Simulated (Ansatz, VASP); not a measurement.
# One calculation of Pt, two programs

Contents of POSCAR:

```
Pt
1.0
    0.0000000000      1.9501933738      1.9501933738
    1.9501933738      0.0000000000      1.9501933738
    1.9501933738      1.9501933738      0.0000000000
Pt
1
Direct
    0.0000000000      0.0000000000      0.0000000000
```

INCAR.step1

```
PREC     = Accurate       # precision mode
ENCUT    = 520            # plane-wave cutoff, eV
ISMEAR   = 0              # smearing method
SIGMA    = 0.1            # smearing width, eV
LREAL    = False          # projectors in reciprocal space
LASPH    = True           # aspherical terms in the spheres
NELM     = 100            # most SCF steps
NBANDS   = 11             # bands
GGA      = PE             # functional
ALGO     = Normal         # electronic algorithm
EDIFF    = 1E-4           # SCF threshold, eV
LWAVE    = True           # write WAVECAR
LCHARG   = False          # write CHGCAR
```

Contents of INCAR.step2:

```
PREC     = Accurate       # precision mode
ENCUT    = 520            # plane-wave cutoff, eV
EDIFF    = 1E-6           # SCF threshold, eV
ISMEAR   = 0              # smearing method
SIGMA    = 0.1            # smearing width, eV
LREAL    = False          # projectors in reciprocal space
LASPH    = True           # aspherical terms in the spheres
NELM     = 100            # most SCF steps
ALGO     = Normal         # electronic algorithm
ISIF     = 2              # what is computed and relaxed
LWAVE    = False          # write WAVECAR
LCHARG   = False          # write CHGCAR
METAGGA  = R2SCAN         # meta-GGA
LMIXTAU  = True         
NBANDS   = 11             # bands
ISTART   = 1
```

File KPOINTS:

```
regular mesh
0
Gamma
  18 18 18
```

Input for Ansatz:

```yaml
crystal:
  lattice:
    - [0.0, 1.9501933738, 1.9501933738]
    - [1.9501933738, 0.0, 1.9501933738]
    - [1.9501933738, 1.9501933738, 0.0]
  atoms:
    - { symbol: Pt, position: [0.0, 0.0, 0.0] }
basis:
  ecutwfc: 500
kpoints:
  mp_grid: { grid: [18, 18, 18] }
hamiltonian:
  xc: r2scan
scf:
  occupations: { method: gaussian, width: 0.1 }
output:
  forces: true
  stress: true
  eigenvalues: true
```

Alike in both runs: task single point; functional r2SCAN; k mesh 18 × 18 × 18; occupations gaussian, width 0.1 eV; no spin polarisation.

|  | VASP | Ansatz |
| --- | --- | --- |
| version | VASP 6.6.1 | Ansatz 0.2.0 |
| potentials or method | VASP PAW PBE potentials, release 64 (Pt), cutoff 520 eV | scalar-relativistic, plane waves, PAW |
| valence electrons in the cell | 10 | 18 |

```tsv
	VASP	Ansatz	Ansatz less VASP
gap on the k mesh at the Fermi level (eV)	none	none	-
pressure (GPa)	9.9	9.0	-0.87
```

VASP's potentials were made for PBE, not for r2SCAN. A gap of «none» marks a metal or a gap that the smearing closes. VASP's potentials hold 10 valence electrons a cell and Ansatz's 18, so a difference there can come from the potentials and not from the codes.

Neither program's run includes spin-orbit coupling.
